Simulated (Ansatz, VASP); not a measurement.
# InP: VASP beside Ansatz

File INCAR:

```
SYSTEM = InP
  PREC = Accurate
  ENCUT = 520
  EDIFF = 1E-6
  ISMEAR = 0
  SIGMA = 0.02
  LREAL = .False.
  LASPH = .True.
  NELM = 80
  ALGO = Normal
  ISIF = 2
  LWAVE = .False.
  LCHARG = .False.
  NBANDS = 16
```

KPOINTS

```
regular mesh
0
Gamma
  10 10 10
  0 0 0
```

The input POSCAR:

```
InP
1.0
    0.0000000000      2.9519763900      2.9519763900
    2.9519763900      0.0000000000      2.9519763900
    2.9519763900      2.9519763900      0.0000000000
In P
1 1
Direct
    0.0000000000      0.0000000000      0.0000000000
    0.7500000000      0.7500000000      0.7500000000
```

Input for Ansatz:

```yaml
crystal:
  lattice:
    - [0.0, 2.95197639, 2.95197639]
    - [2.95197639, 0.0, 2.95197639]
    - [2.95197639, 2.95197639, 0.0]
  atoms:
    - { symbol: In, position: [0.0, 0.0, 0.0] }
    - { symbol: P, position: [0.75, 0.75, 0.75] }
basis:
  ecutwfc: 420
kpoints:
  mp_grid: { grid: [10, 10, 10] }
hamiltonian:
  xc: lda
  pseudopotentials: { kind: paw, azcp: { folder: soft_1 } }
scf:
  occupations: { method: gaussian, width: 0.02 }
output:
  forces: true
  stress: true
  eigenvalues: true
```

Alike in both runs: task single point; functional LDA; k mesh 10 × 10 × 10; occupations gaussian, width 0.02 eV; no spin polarisation.

```csv
,VASP,Ansatz
version,VASP 6.6.1,Ansatz 0.2.0
potentials or method,"VASP PAW LDA potentials, release 64 (In_d, P), cutoff 520 eV","scalar-relativistic, plane waves, PAW"
valence electrons in the cell,18,18
```

VASP gave:

| Property | Result |
| --- | --- |
| gap on the k mesh at the Fermi level (eV) | 0.39 |
| least direct gap on the mesh (eV) | 0.39 |
| pressure (GPa) | -2.6 |

Question: Estimate Ansatz's values.

Answer: gap on the k mesh at the Fermi level (eV): 0.36; least direct gap on the mesh (eV): 0.36; pressure (GPa): -2.6.

Ansatz warns that its potentials were made for another functional, while VASP's fit it. LDA's correlation is that of Perdew and Zunger in VASP and of Perdew and Wang (1992) in Ansatz.
